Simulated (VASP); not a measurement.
**Te2Mo: single point with PBE**

Te2Mo, a slab with vacuum:

```xyz
6
Lattice="3.5550 0.0000 0.0000 -1.7775 3.0787 0.0000 0.0000 0.0000 35.0365" Properties=species:S:1:pos:R:3 pbc="T T T"
Te    0.0000    2.0525   15.7376
Te   -0.0403    2.0525   33.2286
Te    0.0403    2.0525    1.8079
Te    0.0000    2.0525   19.2989
Mo    0.0000    0.0000    0.0000
Mo    0.0000    0.0000   17.5183
```

This cell differs from its parent crystal: atoms displaced along several vibrational modes.

```
Program                : VASP 6.6.1
Task                   : single point
Functional             : PBE
Potentials or basis    : VASP PAW PBE potentials, release 64 (Te, Mo_sv)
Cutoff                 : 520 eV
k mesh                 : 9 × 9 × 1
Occupations            : gaussian, width 0.05 eV
Spin                   : no spin polarisation
Dipole correction      : no
Further INCAR settings : ALGO = Normal; EDIFF = 1e-06; NBANDS = 35
```

```
Largest force          : 0.391 eV/Å
Band gap on the k mesh : 0.99 eV
```

Forces on the atoms (eV/Å):
```
Te   0.000  0.000 -0.391
Te   0.246 -0.008 -0.026
Te  -0.246 -0.008  0.026
Te   0.000  0.000  0.391
Mo   0.000  0.016  0.000
Mo   0.000  0.000  0.000
```

Levels at points of the mesh, in eV from the valence-band top:
| k point | band 22 | band 23 | band 24 | band 25 | band 26 | band 27 | band 28 | band 29 | band 30 | band 31 |
| --- | --- | --- | --- | --- | --- | --- | --- | --- | --- | --- |
| (0.00, 0.00, 0.00) | -0.98 | -0.88 | -0.87 | -0.44 | -0.43 | 3.04 | 3.04 | 3.04 | 3.04 | 3.32 |

Run time: 15 min on 1 thread of Oxide Virtual Turin-like Processor, with other jobs on the host, peak memory 0.62 GiB.

Caveat: the cell differs from its parent crystal (atoms displaced along several vibrational modes); there is no dipole correction, which matters where the two faces differ; spin-orbit coupling is left out, which moves the levels of the heavy elements.
